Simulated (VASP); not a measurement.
Write the native input for VASP 6.6.1 that does the following.

```
Task                   : single point
Functional             : r2SCAN
Potentials or basis    : VASP PAW PBE potentials, release 64 (Ca_sv)
Cutoff                 : 550 eV
k mesh                 : 7 × 7 × 10
Occupations            : fermi-dirac, width 0.1 eV
Spin                   : no spin polarisation
Dipole correction      : no
Further INCAR settings : ALGO = Normal; EDIFF = 1e-06; NBANDS = 22
```

Crystal: Ca.

```xyz
3
Lattice="6.4177 0.0000 0.0000 -3.2089 5.5579 0.0000 0.0000 0.0000 3.8140" Properties=species:S:1:pos:R:3 pbc="T T T"
Ca    0.0000    0.0000    0.0000
Ca    0.0000    3.7053    1.9070
Ca    3.2089    1.8526    1.9070
```

This isn't the form of Ca at room conditions, which is fcc.

The input as run:

POSCAR

```
Ca
1.0
    6.4177423040      0.0000000000      0.0000000000
   -3.2088711520      5.5579278702      0.0000000000
    0.0000000000      0.0000000000      3.8139614421
Ca
3
Direct
    0.0000000000      0.0000000000      0.0000000000
    0.3333333333      0.6666666667      0.5000000000
    0.6666666667      0.3333333333      0.5000000000
```

INCAR.step1

```
  PREC = Accurate
  ENCUT = 550
  ISMEAR = -1
  SIGMA = 0.1
  LREAL = False
  LASPH = True
  NELM = 120
  NBANDS = 22
  GGA = PE
  ALGO = Normal
  EDIFF = 1E-5
  LWAVE = True
  LCHARG = False
  GGA_COMPAT = False
```

INCAR.step2

```
  PREC = Accurate
  ENCUT = 550
  EDIFF = 1E-6
  ISMEAR = -1
  SIGMA = 0.1
  LREAL = False
  LASPH = True
  NELM = 120
  ALGO = Normal
  ISIF = 2
  LWAVE = False
  LCHARG = False
  METAGGA = R2SCAN
  LMIXTAU = True
  NBANDS = 22
  ISTART = 1
  GGA_COMPAT = False
```

KPOINTS

```
Automatic mesh
0
Gamma
  7 7 10
```

Potentials or basis: VASP PAW PBE potentials, release 64 (Ca_sv).

Launch:

```console
$ cat potpaw_PBE.64/Ca_sv/POTCAR > POTCAR
$ cp INCAR.step1 INCAR
$ mpirun -np 1 vasp_std > vasp.out
$ cp INCAR.step2 INCAR
$ mpirun -np 1 vasp_std > vasp.out
```

It gave:

The pressure is -0.6 GPa. The band gap on the k mesh is zero (bands 15 and 16 overlap by 0.64 eV).

Caveat: the PAW data sets were made with another functional, which shifts forces and pressure a little.

It took 8.6 min on 1 thread of Intel(R) Xeon(R) Platinum 8124M CPU @ 3.00GHz (Skylake/Cascade Lake), with other jobs on the host, peak memory 0.36 GiB.
